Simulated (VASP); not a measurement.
ZrC, 2 atoms in the cell. Symmetry: I4/mmm, No. 139, tetragonal system. Conventional cell: a = 3.324 Å, b = 3.324 Å, c = 4.653 Å, α = 90.00°, β = 90.00°, γ = 90.00°. Zr (site symmetry 4/mmm) has 6 C at 2.33 to 2.35 Å within 3.1 Å. C (site symmetry 4/mmm) has 6 Zr at 2.33 to 2.35 Å within 3.1 Å.  This cell differs from its parent crystal: zz strain of -1 %.

* Program: VASP 6.6.1
* Task: single point
* Functional: PBE
* Potentials or basis: VASP PAW PBE potentials, release 64 (Zr_sv, C)
* Cutoff: 520 eV
* k mesh: 15 × 15 × 15
* Occupations: fermi-dirac, width 0.05 eV
* Spin: no spin polarisation
* Dipole correction: no
* Further INCAR settings: ALGO = Normal; EDIFF = 1e-06; NBANDS = 15

Potentials or basis: VASP PAW PBE potentials, release 64 (Zr_sv, C).

Command:

```console
$ cat potpaw_PBE.64/Zr_sv/POTCAR potpaw_PBE.64/C/POTCAR > POTCAR
$ mpirun -np 1 vasp_std > vasp.out
```

Hardware: 1 thread of Intel Xeon 8259CL (shared host).

How long does it take, and how much memory?

Run time: 2.5 min on 1 thread of Intel Xeon 8259CL, with other jobs on the host, peak memory 0.25 GiB. Counts: scf iterations 14, k points 288.
